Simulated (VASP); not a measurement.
**EuSb: single point with PBE**

Crystal: EuSb.

```xyz
2
Lattice="0.0000 3.4158 3.4158 3.4158 0.0000 3.4158 3.4158 3.4158 0.0000" Properties=species:S:1:pos:R:3 pbc="T T T"
Eu    0.0000    0.0000    0.0000
Sb    1.7079    1.7079    1.7079
```

| Item | Value |
| --- | --- |
| Program | VASP 6.6.1 |
| Task | single point |
| Functional | PBE |
| Potentials or basis | VASP PAW PBE potentials, release 64 (Eu, Sb) |
| Cutoff | 520 eV |
| k mesh | 6 × 6 × 6 |
| Occupations | gaussian, width 0.05 eV |
| Spin | collinear spin, ferromagnetic start |
| Starting moments | [6.0, 0.0] μB |

```yaml
Pressure: 5.8 GPa
Net_moment: 6.05 μB per cell
Site_moments: Eu +6.33; Sb -0.23 μB
Valence_electrons_inside_the_program's_atomic_spheres: Eu 14.72; Sb 2.60
```

Levels at points of the mesh, in eV from the Fermi level:
Spin up:
```
           k point  band 11  band 12  band 13  band 14  band 15  band 16  band 17  band 18
(0.00, 0.00, 0.00)    -0.30    -0.30    -0.16    -0.16    -0.16     2.97     3.15     3.15
(0.50, 0.00, 0.00)    -0.34    -0.34    -0.30    -0.03    -0.03     3.23     3.50     3.50
(0.50, 0.50, 0.00)    -0.35    -0.34    -0.34     0.38     0.38     1.49     3.09     3.98
```
Spin down:
```csv
k point,band 6,band 7,band 8,band 9,band 10,band 11
"(0.00, 0.00, 0.00)",-0.73,-0.73,-0.73,2.60,3.72,3.72
"(0.50, 0.00, 0.00)",-1.69,-0.45,-0.45,3.50,3.82,3.82
"(0.50, 0.50, 0.00)",-2.08,0.00,0.00,1.80,3.35,4.17
```

Run time: 110 s on 1 thread of Intel(R) Xeon(R) Platinum 8259CL CPU @ 2.50GHz (Skylake/Cascade Lake) (shared host), peak memory 0.27 GiB.

Caveat: spin-orbit coupling is left out, which moves the levels of the heavy elements; a cell with one magnetic atom can't hold antiferromagnetic order, which such compounds often take; without U or exact exchange the open f shell lies at the Fermi level, which spoils levels, moments and volumes. The state reached can hang on the start; a lower one may exist.
